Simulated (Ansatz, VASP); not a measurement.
Si4Cl in VASP and in Ansatz

```xyz
10
Lattice="5.7642 -0.1213 -0.0309 1.7198 5.6817 0.2017 1.2797 1.0872 7.2327" Properties=species:S:1:pos:R:3 pbc="T T T"
Si    3.1842    5.7717    2.8264
Si    4.9053    4.7709    6.3682
Si    6.6803    6.1088    5.4838
Si    3.2387    1.4277    1.7412
Si    3.0987    5.6052    5.1226
Si    5.0490    0.6011    2.9861
Si    4.5047    2.4042    6.5881
Si    3.6355    3.7936    1.5214
Cl    2.3498    2.5135    6.2929
Cl    5.7901    3.6864    1.8192
```

Change from the starting cell: the structure that the rattled cell fell into.

Alike in both runs: functional PBE; k mesh 4 × 4 × 4; occupations gaussian, width 0.1 eV; no spin polarisation.

Ansatz relaxed the structure, and its values are those at the end. VASP's run is a single point on that final structure, the one shown.

|  | VASP | Ansatz |
| --- | --- | --- |
| version | VASP 6.6.1 | Ansatz 0.2.0 |
| potentials or method | VASP PAW PBE potentials, release 64 (Si, Cl), cutoff 520 eV | scalar-relativistic, plane waves, PAW |
| valence electrons in the cell | 46 | 46 |

Ansatz gave:

```
gap on the k mesh at the Fermi level (eV) : none
pressure (GPa)                            : 0.0
rms of the force components (eV/Å)        : 0.009
```

**Question.** Estimate VASP's values.

**Answer.** gap on the k mesh at the Fermi level (eV): none; pressure (GPa): -0.1; rms of the force components (eV/Å): 0.012.

A gap of «none» marks a metal or a gap that the smearing closes. The functional is the same, so the differences come from potentials, cutoffs and numerics.
